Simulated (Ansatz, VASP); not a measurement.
## MgS: VASP beside Ansatz

```
Mg S
1.0
     0.00000    2.59099    2.59099
     2.59099    0.00000    2.59099
     2.59099    2.59099    0.00000
Mg S
1 1
Cartesian
  0.0000 0.0000 0.0000
  2.5910 2.5910 2.5910
```

Alike in both runs: functional PBEsol; k mesh 8 × 8 × 8; no spin polarisation.

Ansatz relaxed the structure, and its values are those at the end. VASP's run is a single point on that final structure, the one shown.

|  | VASP | Ansatz |
| --- | --- | --- |
| version | VASP 6.6.1 | Ansatz 0.2.0 |
| potentials or method | VASP PAW PBE potentials, release 64 (Mg, S), cutoff 520 eV | scalar-relativistic, plane waves, PAW |
| occupations | gaussian, width 0.01 eV | fixed |
| valence electrons in the cell | 8 | 16 |

```tsv
	VASP	Ansatz	Ansatz less VASP
gap on the k mesh at the Fermi level (eV)	2.73	2.73	-0.003
least direct gap on the mesh (eV)	3.69	3.69	0.000
pressure (GPa)	-0.2	0.0	+0.20
```

VASP's potentials were made for PBE, not for PBEsol. VASP's potentials hold 8 valence electrons a cell and Ansatz's 16, so a difference there can come from the potentials and not from the codes.
